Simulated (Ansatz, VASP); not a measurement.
## One calculation of ZnS, two programs

```
Zn S
1.0
     0.00000    2.62351    2.78579
     2.62351    0.00000    2.78579
     2.62351    2.62351    0.00000
Zn S
1 1
Direct
  0.00000 0.00000 0.00000
  0.75000 0.75000 0.75000
```

Change from the starting cell: strain -0.030 along x and y, +0.030 along z, atoms carried along.

Alike in both runs: task single point; functional r2SCAN; k mesh 8 × 8 × 8; occupations gaussian, width 0.05 eV; no spin polarisation.

```csv
,VASP,Ansatz
version,VASP 6.6.1,Ansatz 0.2.0
potentials or method,"VASP PAW PBE potentials, release 64 (Zn, S), cutoff 520 eV","scalar-relativistic, plane waves, PAW"
valence electrons in the cell,18,18
```

Ansatz gave:

| Quantity | Value |
| --- | --- |
| gap on the k mesh at the Fermi level (eV) | 2.70 |
| least direct gap on the mesh (eV) | 2.70 |
| pressure (GPa) | 1.6 |
| traceless stress, the component that is largest in VASP (GPa) | -1.93 |

What did VASP give for the same quantities?

gap on the k mesh at the Fermi level (eV): 2.71; least direct gap on the mesh (eV): 2.71; pressure (GPa): 1.6; traceless stress, the component that is largest in VASP (GPa): -1.96.

VASP's potentials were made for PBE, not for r2SCAN. With one functional, cell and mesh, what is left measures potentials, basis and numerics.
